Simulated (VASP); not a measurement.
Set up this calculation in VASP 6.6.1, as the native input.

| Quantity | Value |
| --- | --- |
| Task | single point |
| Functional | r2SCAN |
| Potentials or basis | VASP PAW PBE potentials, release 64 (Au) |
| Cutoff | 520 eV |
| k mesh | 24 × 24 × 24 |
| Occupations | gaussian, width 0.15 eV |
| Spin | no spin polarisation |
| Dipole correction | no |
| Further INCAR settings | ALGO = Normal; EDIFF = 1e-06; NBANDS = 12 |

Crystal: Au.

```
Au
1.0
    -1.65727    1.65727    1.72356
     1.65727   -1.65727    1.72356
     1.65727    1.65727   -1.72356
Au
1
Cartesian
  0.0000 0.0000 0.0000
```

This cell differs from its parent crystal: strain +0.000 along x and y, +0.040 along z.

One way to write it, as run:

POSCAR

```
Au
1.0
   -1.6572690000      1.6572690000      1.7235597600
    1.6572690000     -1.6572690000      1.7235597600
    1.6572690000      1.6572690000     -1.7235597600
Au
1
Direct
    0.0000000000      0.0000000000      0.0000000000
```

INCAR.step1

```
  PREC = Accurate
  ENCUT = 520
  ISMEAR = 0
  SIGMA = 0.15
  LREAL = F
  LASPH = T
  NELM = 100
  NBANDS = 12
  GGA = PE
  ALGO = Normal
  EDIFF = 1E-4
  LWAVE = T
  LCHARG = F
```

INCAR.step2

```
  PREC = Accurate
  ENCUT = 520
  EDIFF = 1E-6
  ISMEAR = 0
  SIGMA = 0.15
  LREAL = F
  LASPH = T
  NELM = 100
  ALGO = Normal
  ISIF = 2
  LWAVE = F
  LCHARG = F
  METAGGA = R2SCAN
  LMIXTAU = T
  NBANDS = 12
  ISTART = 1
```

KPOINTS

```
Automatic mesh
0
Gamma
  24 24 24
```

Potentials or basis: VASP PAW PBE potentials, release 64 (Au).

Run with:

```console
$ cat potpaw_PBE.64/Au/POTCAR > POTCAR
$ cp INCAR.step1 INCAR
$ mpirun -np 1 vasp_std > vasp.out
$ cp INCAR.step2 INCAR
$ mpirun -np 1 vasp_std > vasp.out
```

Results of the run:

```json
{
  "Pressure": "-8.7 GPa",
  "Band gap on the k mesh": "zero (an odd number of electrons rules out a gap without spin polarisation)"
}
```

Caveat: the cell differs from its parent crystal (strain +0.000 along x and y, +0.040 along z); the cell stands under tension; the PAW data sets were made with another functional, which shifts forces and pressure a little; spin-orbit coupling is left out, which moves the levels of the heavy elements.

Run time: 4.5 min on 1 thread of Intel(R) Xeon(R) 6975P-C (Granite Rapids), on a shared host, peak memory 0.34 GiB.
